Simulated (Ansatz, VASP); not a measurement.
LiTa2O5 in VASP and in Ansatz

```
CELL_PARAMETERS angstrom
5.75108 0.00000 0.00000
-2.87554 4.98059 0.00000
0.00000 0.00000 3.90130
ATOMIC_POSITIONS crystal
Li 0.00000 0.00000 0.00000
Ta 0.33333 0.66667 0.50000
Ta 0.66667 0.33333 0.50000
O 0.33333 0.66667 0.00000
O 0.00000 0.31582 0.50000
O 0.68418 0.68418 0.50000
O 0.31582 0.00000 0.50000
O 0.66667 0.33333 0.00000
```

Alike in both runs: functional PBE; k mesh 12 × 12 × 10; occupations gaussian, width 0.1 eV; no spin polarisation.

Ansatz relaxed the structure, and its values are those at the end. VASP's run is a single point on that final structure, the one shown.

|  | VASP | Ansatz |
| --- | --- | --- |
| version | VASP 6.6.1 | Ansatz 0.2.0 |
| potentials or method | VASP PAW PBE potentials, release 64 (Li_sv, Ta_sv_GW, O), cutoff 750 eV | scalar-relativistic, plane waves, PAW |
| valence electrons in the cell | 59 | 59 |

VASP gave:

```
gap on the k mesh at the Fermi level (eV) : none
pressure (GPa)                            : 0.1
rms of the force components (eV/Å)        : 0.013
```

**Question.** Estimate Ansatz's values.

**Answer.** gap on the k mesh at the Fermi level (eV): none; pressure (GPa): 0.0; rms of the force components (eV/Å): 0.000.

A gap of «none» marks a metal or a gap that the smearing closes. The functional is the same, so the differences come from potentials, cutoffs and numerics.

Spin-orbit coupling is off throughout.
